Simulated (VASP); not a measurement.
Wanted: the native input for a VASP 6.6.1 run.

- Task: single point
- Functional: PBE
- Potentials or basis: VASP PAW PBE potentials, release 64 (Hg, Te)
- Cutoff: 520 eV
- k mesh: 8 × 8 × 5
- Occupations: fermi-dirac, width 0.05 eV
- Spin: no spin polarisation
- Dipole correction: no
- Further INCAR settings: ALGO = Normal; EDIFF = 1e-06; NBANDS = 26

The structure of HgTe (wurtzite type) lies in POSCAR:

```
HgTe
1.0
    2.9810069025      0.0000000000      0.0000000000
   -1.4905034513      2.5816277064      0.0000000000
    0.0000000000      0.0000000000     10.5213119664
Hg Te
2 2
Direct
    0.3333333333      0.6666666667      0.0586248783
    0.6666666667      0.3333333333      0.5586248783
    0.3333333333      0.6666666667      0.3173751217
    0.6666666667      0.3333333333      0.8173751217
```

These files were run (other wordings do the same):

INCAR

```
  PREC = Accurate
  ENCUT = 520
  EDIFF = 1E-6
  ISMEAR = -1
  SIGMA = 0.05
  LREAL = F
  LASPH = T
  NELM = 80
  ALGO = Normal
  ISIF = 2
  LWAVE = F
  LCHARG = T
  GGA = PE
  LELF = T
  LVHAR = T
  NBANDS = 26
```

KPOINTS

```
Automatic mesh
0
Gamma
  8 8 5
```

Potentials or basis: VASP PAW PBE potentials, release 64 (Hg, Te).

The run is started by

```sh
$ cat potpaw_PBE.64/Hg/POTCAR potpaw_PBE.64/Te/POTCAR > POTCAR
$ mpirun -np 1 vasp_std > vasp.out
```

Results of the run:

The pressure is 34.5 GPa. The band gap on the k mesh is zero (band 18 reaches 14.00 eV, above the bottom of band 19 at 7.09 eV).

Caveat: spin-orbit coupling is left out, which moves the levels of the heavy elements.

Run time: 24 s on 1 thread of Intel(R) Xeon(R) 6975P-C (Granite Rapids), with other jobs on the host, peak memory 0.23 GiB.
